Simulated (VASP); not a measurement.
Set up this calculation in VASP 6.6.1, as the native input.

```
Task                   : single point
Functional             : PBEsol
Potentials or basis    : VASP PAW PBE potentials, release 64 (Pt)
Cutoff                 : 520 eV
k mesh                 : 18 × 18 × 10
Occupations            : gaussian, width 0.15 eV
Spin                   : no spin polarisation
Dipole correction      : no
Further INCAR settings : ALGO = Normal; EDIFF = 1e-06; NBANDS = 17
```

The structure of Pt lies in POSCAR:

```
Pt
1.0
    2.5536156946      0.0000000000      0.0000000000
   -1.2768078473      2.2114960630      0.0000000000
    0.0000000000      0.0000000000      4.7921340000
Pt
2
Direct
    0.6666666667      0.3333333333      0.7500000000
    0.3333333333      0.6666666667      0.2500000000
```

This cell differs from its parent crystal: strain -0.0750 x Voigt [1, 1, 0, 0, 0, 0].

These files were run (other wordings do the same):

INCAR

```
SYSTEM = Pt
ALGO     = Normal         ! electronic algorithm
EDIFF    = 1E-6           ! SCF threshold, eV
ENCUT    = 520            ! plane-wave cutoff, eV
GGA      = PS             ! functional
ISIF     = 2              ! what is computed and relaxed
ISMEAR   = 0              ! smearing method
LASPH    = .True.         ! aspherical terms in the spheres
LCHARG   = .False.        ! write CHGCAR
LREAL    = .False.        ! projectors in reciprocal space
LWAVE    = .False.        ! write WAVECAR
NBANDS   = 17             ! bands
NELM     = 60             ! most SCF steps
PREC     = Accurate       ! precision mode
SIGMA    = 0.15           ! smearing width, eV
```

KPOINTS

```
k-points
0
Gamma
  18 18 10
  0 0 0
```

Potentials or basis: VASP PAW PBE potentials, release 64 (Pt).

Run with:

```console
$ cat potpaw_PBE.64/Pt/POTCAR > POTCAR
$ mpirun -np 1 vasp_std > vasp.out
```

It gave:

| Item | Value |
| --- | --- |
| Pressure | 49.5 GPa |
| Band gap on the k mesh | zero (band 10 reaches 14.34 eV, above the bottom of band 11 at 12.37 eV) |

Caveat: the cell differs from its parent crystal (strain -0.0750 x Voigt [1, 1, 0, 0, 0, 0]); the PAW data sets were made with another functional, which shifts forces and pressure a little; spin-orbit coupling is left out, which moves the levels of the heavy elements.

It took 28 s on 1 thread of Intel(R) Xeon(R) 6975P-C (Granite Rapids), with other jobs on the host, peak memory 0.21 GiB.
